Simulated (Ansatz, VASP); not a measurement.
InH2: VASP beside Ansatz

```
In H
1.0
     3.79718    0.00000    0.00000
     0.00000    3.79718    0.00000
     0.00000    0.00000    3.04579
In H
1 2
Cartesian
  1.8986 1.8986 0.0000
  0.0000 1.8986 2.5234
  1.8986 0.0000 0.5224
```

Alike in both runs: functional PBE; k mesh 6 × 6 × 4; occupations gaussian, width 0.1 eV; no spin polarisation.

Ansatz relaxed the structure, and its values are those at the end. VASP's run is a single point on that final structure, the one shown.

|  | VASP | Ansatz |
| --- | --- | --- |
| version | VASP 6.6.1 | Ansatz 0.2.0 |
| potentials or method | VASP PAW PBE potentials, release 64 (In_d, H), cutoff 520 eV | scalar-relativistic, plane waves, PAW |
| valence electrons in the cell | 15 | 15 |

|  | VASP | Ansatz | Ansatz less VASP |
| --- | --- | --- | --- |
| gap on the k mesh at the Fermi level (eV) | none | none | - |
| pressure (GPa) | 0.1 | 0.2 | +0.07 |
| rms of the force components (eV/Å) | 0.007 | 0.007 | -0.0005 |

A gap of «none» marks a metal or a gap that the smearing closes.

The k mesh is coarse, so the values compare programs but aren't converged.
